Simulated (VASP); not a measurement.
# Sb (P4/mmm) in VASP: notebook

Runs on Sb. Level: PBE. Tasks: electric field gradients.

All numbers are computed with VASP 6.6.1; they aren't measurements. Logs are shortened: lines on timing, memory, paths and dates and some standing lists are left out, and cuts for length are marked.

## Step 1: The cell of the first run

Symmetry: P4/mmm, No. 123, tetragonal system. Conventional cell: a = 3.160 Å, b = 3.160 Å, c = 3.097 Å, α = 90.00°, β = 90.00°, γ = 90.00°. Within 4.1 Å of Sb (site symmetry 4/mmm) lie 6 Sb at 3.10 to 3.16 Å.

## Step 2: Electric field gradients, PBE (zz strain of -2 %)

Contents of INCAR:

```
SYSTEM = Sb
PREC = Accurate
ENCUT = 520
EDIFF = 1E-8
ISMEAR = -1
SIGMA = 0.05
LREAL = .False.
LASPH = .True.
NELM = 80
ALGO = Normal
ISIF = 2
LWAVE = .False.
LCHARG = .False.
GGA = PE
LEFG = .True.
NBANDS = 8
```

Contents of KPOINTS:

```
Automatic mesh
0
Gamma
  13 13 13
  0 0 0
```

Contents of POSCAR:

```
Sb
1.0
    3.1600000000      0.0000000000      0.0000000000
    0.0000000000      3.1600000000      0.0000000000
    0.0000000000      0.0000000000      3.0968000000
Sb
1
Direct
    0.0000000000      0.0000000000      0.0000000000
```

Potentials or basis: VASP PAW PBE potentials, release 64 (Sb).

Command:

```bash
> cat potpaw_PBE.64/Sb/POTCAR > POTCAR
> mpirun -np 1 vasp_std > vasp.out
```

OUTCAR:

```text
SYSTEM = Sb
   PREC = Accurate
   ENCUT = 520
   EDIFF = 1E-8
   ISMEAR = -1
   LREAL = .False.
   LASPH = .True.
   NELM = 80
   ISIF = 2
   GGA = PE

 ion  position               nearest neighbor table
   1  0.000  0.000  0.000-

  LATTYP: Found a simple tetragonal cell.
 ALAT       =     3.1600000000
 C/A-ratio  =     0.9800000000

  Lattice vectors:

 A1 = (   3.1600000000,   0.0000000000,   0.0000000000)
 A2 = (   0.0000000000,   3.1600000000,   0.0000000000)
 A3 = (   0.0000000000,   0.0000000000,   3.0968000000)

Analysis of symmetry for initial positions (statically):
=====================================================================
 Subroutine PRICEL returns:
 Original cell was already a primitive cell.

 Routine SETGRP: Setting up the symmetry group for a
 simple tetragonal supercell.

 Subroutine GETGRP returns: Found 16 space group operations
 (whereof 16 operations were pure point group operations)
 out of a pool of 16 trial point group operations.

The static configuration has the point symmetry D_4h.

Analysis of symmetry for dynamics (positions and initial velocities):
=====================================================================
 Subroutine PRICEL returns:
 Original cell was already a primitive cell.

 Routine SETGRP: Setting up the symmetry group for a
 simple tetragonal supercell.

 Subroutine GETGRP returns: Found 16 space group operations
 (whereof 16 operations were pure point group operations)
 out of a pool of 16 trial point group operations.

The dynamic configuration has the point symmetry D_4h.

 Subroutine INISYM returns: Found 16 space group operations
 (whereof 16 operations are pure point group operations),
 and found     1 'primitive' translations

----------------------------------------------------------------------------------------

                                     Primitive cell

  volume of cell :      30.9234

  direct lattice vectors                    reciprocal lattice vectors
     3.160000000  0.000000000  0.000000000     0.316455696  0.000000000  0.000000000
     0.000000000  3.160000000  0.000000000     0.000000000  0.316455696  0.000000000
     0.000000000  0.000000000  3.096800000     0.000000000  0.000000000  0.322913976

  length of vectors
     3.160000000  3.160000000  3.096800000     0.316455696  0.316455696  0.322913976

  position of ions in fractional coordinates (direct lattice)
     0.000000000  0.000000000  0.000000000

  ion indices of the primitive-cell ions
   primitive index   ion index
                 1           1

----------------------------------------------------------------------------------------

 KPOINTS: Automatic mesh

Automatic generation of k-mesh.
 Grid dimensions read from file:
 generate k-points for:   13   13   13

 Generating k-lattice:

  Cartesian coordinates                     Fractional coordinates (reciprocal lattice)
     0.024342746  0.000000000  0.000000000     0.076923077  0.000000000  0.000000000
     0.000000000  0.024342746  0.000000000     0.000000000  0.076923077  0.000000000
     0.000000000  0.000000000  0.024839537     0.000000000  0.000000000  0.076923077

  Length of vectors
     0.024342746  0.024342746  0.024839537

  Shift w.r.t. Gamma in fractional coordinates (k-lattice)
     0.000000000  0.000000000  0.000000000

 Subroutine IBZKPT returns following result:
 ===========================================

 Found    196 irreducible k-points:

 Following reciprocal coordinates:
            Coordinates               Weight
  0.000000  0.000000  0.000000      1.000000
  0.076923  0.000000  0.000000      4.000000
  0.153846  0.000000  0.000000      4.000000
  0.230769  0.000000  0.000000      4.000000
  0.307692  0.000000  0.000000      4.000000
  0.384615  0.000000  0.000000      4.000000
[... 16 lines left out ...]
  0.307692  0.307692  0.000000      4.000000
  0.384615  0.307692  0.000000      8.000000
 [... further k-points ...]
   k-points           NKPTS =    196   k-points in BZ     NKDIM =    196   number of bands    NBANDS=      8
   number of dos      NEDOS =    301   number of ions     NIONS =      1
   total plane-waves  NPLWV =  13824
   dimension x,y,z NGX =    24 NGY =   24 NGZ =   24
   dimension x,y,z NGXF=    48 NGYF=   48 NGZF=   48
   ions per type =               1
   NGX,Y,Z   is equivalent  to a cutoff of  12.63, 12.63, 12.88 a.u.
   NGXF,Y,Z  is equivalent  to a cutoff of  25.25, 25.25, 25.77 a.u.
 SYSTEM =  Sb
   PREC   = accura    normal or accurate (medium, high low for compatibility)
   ISTART =      0    job   : 0-new  1-cont  2-samecut
   ICHARG =      2    charge: 1-file 2-atom 10-const
   ISPIN  =      1    spin polarized calculation?
   LNONCOLLINEAR =      F non collinear calculations
   LSORBIT =      F    spin-orbit coupling
   LASPH  =      T    aspherical Exc in radial PAW
   ENCUT  =  520.0 eV  38.22 Ry    6.18 a.u.   5.88  5.88  5.76*2*pi/ulx,y,z
   NELM   =     80;   NELMIN=  2; NELMDL= -5     # of ELM steps
   EDIFF  = 0.1E-07   stopping-criterion for ELM
   LREAL  =      F    real-space projection
   EDIFFG = 0.1E-06   stopping-criterion for IOM
   NSW    =      0    number of steps for IOM
   IBRION =     -1    ionic relax: 0-MD 1-quasi-New 2-CG
   NFREE  =      0    steps in history (QN), initial steepest desc. (CG)
   ISIF   =      2    stress and relaxation
   ISYM   =      2    0-nonsym 1-usesym 2-fastsym
   POTIM  = 0.5000    time-step for ionic-motion
   TEBEG  =    0.0;   TEEND  =   0.0 temperature during run
   PSTRESS=    0.0 pullay stress
   NELECT =       5.0000    total number of electrons
   NUPDOWN=      -1.0000    fix difference up-down
   EMIN   =  10.00;   EMAX   =-10.00  energy-range for DOS
   EFERMI =   0.00;   METHOD = LEGACY
   ISMEAR =    -1;   SIGMA  =   0.05  broadening in eV -4-tet -1-fermi 0-gaus
   EFERMI_NEDOS =   21; number of points for ismear=-14 and -15
   IALGO  =     38    algorithm
   IMIX   =      4    mixing-type and parameters
     AMIX     =   0.40;   BMIX     =  1.00
     AMIX_MAG =   1.60;   BMIX_MAG =  1.00
  volume/ion in A,a.u.               =      30.92       208.68
  Fermi-wavevector in a.u.,A,eV,Ry     =   0.891872  1.685393 10.822552  0.795435
  Thomas-Fermi vector in A             =   2.013748
   LORBIT       =      0    0 simple, 1 ext, 2 COOP (PROOUT), +10 PAW based schemes
   GGA     = PE    functional components
   LHFCALC =     F    Hartree Fock is set to
   AEXX    =    0.0000 exact exchange contribution
   IVDW    =     0    specifies the selected vdW correction
   LEPSILON=     F    determine dielectric tensor
   LRPA    =     F    only Hartree local field effects (RPA)
 non-spin polarized calculation
  energy-cutoff  :      520.00
  volume of cell :       30.92
 maximum number of plane-waves:       851
 NGX is ok and might be reduce to    24
   NGX = 11   NGY = 11   NGZ = 11

 number of electron       5.0000000 magnetization

 Free energy of the ion-electron system (eV)
  ---------------------------------------------------
  ext. energy  EPLUGINS =         0.00000000
  ---------------------------------------------------
  free energy    TOTEN  =        -4.09776131 eV

  energy without entropy =       -4.09480834  energy(sigma->0) =       -4.09628483

 E-fermi :   6.7474     XC(G=0):  -9.4715

 val. band max:        6.7038459238   @ k =   0.2308   0.1538   0.3077
 cond. band min:       6.7756431571   @ k =   0.3846   0.2308   0.0000
 fundamental gap:      0.0717972333
 Fermi energy:         6.7474153704

 k-point     1 :       0.0000    0.0000    0.0000
  band No.  band energies     occupation
      1      -5.4300      2.00000
      2       9.6800      0.00000
      3       9.6800      0.00000
      4      10.2355      0.00000
      5      13.4480      0.00000
      6      13.6334      0.00000
      7      14.8064      0.00000
      8      23.9351      0.00000

 k-point     2 :       0.0769    0.0000    0.0000
  band No.  band energies     occupation
      1      -5.3494      2.00000
      2       8.6872      0.00000
      3       9.7581      0.00000
      4      10.3140      0.00000
      5      13.6218      0.00000
      6      14.2439      0.00000
      7      15.2709      0.00000
      8      23.1395      0.00000
[... 221 lines left out ...]
 k-point    23 :       0.3077    0.3077    0.0000
  band No.  band energies     occupation
      1      -3.0110      2.00000
      2       4.5166      2.00000
      3       4.8590      2.00000
      4      12.4325      0.00000
      5      12.6407      0.00000
      6      16.5371      0.00000
      7      20.6539      0.00000
      8      20.8273      0.00000

 k-point    24 :       0.3846    0.3077    0.0000
  band No.  band energies     occupation
      1      -2.4605      2.00000
      2       3.3730      2.00000
      3       5.1750      2.00000
      4      11.5344      0.00000
      5      12.8581      0.00000
      6      17.1217      0.00000
      7      19.8607      0.00000
      8      20.1688      0.00000

 [... further k-points ...]

------------------------ aborting loop because EDIFF is reached ----------------------------------------

  FORCE on cell =-STRESS in cart. coord.  units (eV):
  Direction    XX          YY          ZZ          XY          YZ          ZX
  --------------------------------------------------------------------------------------
  -------------------------------------------------------------------------------------
  Total       -0.5008339     -0.5008339      0.0989142      0.0000000     -0.0000000     -0.0000000
  in kB      -25.9487829    -25.9487829      5.1248577      0.0000000     -0.0000000     -0.0000000
  external PRESSURE =     -15.5909027 kB  Pullay stress =       0.0000000 kB

 VOLUME and BASIS-vectors are now :
 -----------------------------------------------------------------------------
  energy-cutoff  :      520.00
  volume of cell :       30.92
      direct lattice vectors                 reciprocal lattice vectors
     3.160000000  0.000000000  0.000000000     0.316455696  0.000000000  0.000000000
     0.000000000  3.160000000  0.000000000     0.000000000  0.316455696  0.000000000
     0.000000000  0.000000000  3.096800000     0.000000000  0.000000000  0.322913976

 POSITION                                       TOTAL-FORCE (eV/Angst)
 -----------------------------------------------------------------------------------
      0.00000      0.00000      0.00000         0.000000      0.000000      0.000000
 -----------------------------------------------------------------------------------
    total drift:                               -0.000000      0.000000      0.000000

  FREE ENERGIE OF THE ION-ELECTRON SYSTEM (eV)
  ---------------------------------------------------
  free  energy   TOTEN  =        -4.0977613073 eV

  energy  without entropy=       -4.0948083437  energy(sigma->0) =       -4.09628483

 Electric field gradients (V/A^2)
---------------------------------------------------------------------
 ion       V_xx      V_yy      V_zz      V_xy      V_xz      V_yz
---------------------------------------------------------------------
   1       4.624     4.624    -9.249     0.000    -0.000    -0.000
---------------------------------------------------------------------

 Electric field gradients after diagonalization (V/A^2)
 (convention: |V_zz| > |V_xx| > |V_yy|)
----------------------------------------------------------------------
 ion       V_xx      V_yy      V_zz     asymmetry (V_yy - V_xx)/ V_zz
----------------------------------------------------------------------
   1       4.624     4.624    -9.249       0.000
----------------------------------------------------------------------

           NMR quadrupolar parameters

 Cq : quadrupolar parameter    Cq=e*Q*V_zz/h
 eta: asymmetry parameters     (V_yy - V_xx)/ V_zz
 Q  : nuclear electric quadrupole moment in mb (millibarn)
----------------------------------------------------------------------
 ion       Cq(MHz)       eta       Q (mb)
----------------------------------------------------------------------
   1      -0.022       0.000       1.000
----------------------------------------------------------------------
```

It took 46 s on 1 thread of Intel Xeon 8259CL, shared host; peak memory 0.17 GiB.

Results:

- Free energy: -4.0978 eV
- Pressure: -1.6 GPa

Stress tensor (GPa, compression positive):
```
-2.59  0.00  0.00
 0.00 -2.59  0.00
 0.00  0.00  0.51
```

Electric field gradients, principal values (V/Å²):
```tsv
atom	least	middle	greatest (by size)
1 Sb	4.624	4.624	-9.249
```

Caveat: the cell differs from its parent crystal (zz strain of -2 %); without QUAD_EFG the Cq values of the log hold for a quadrupole moment of 1 mb, not for the nuclei; spin-orbit coupling is left out, which moves the levels of the heavy elements.

[end of part 1 of 2]
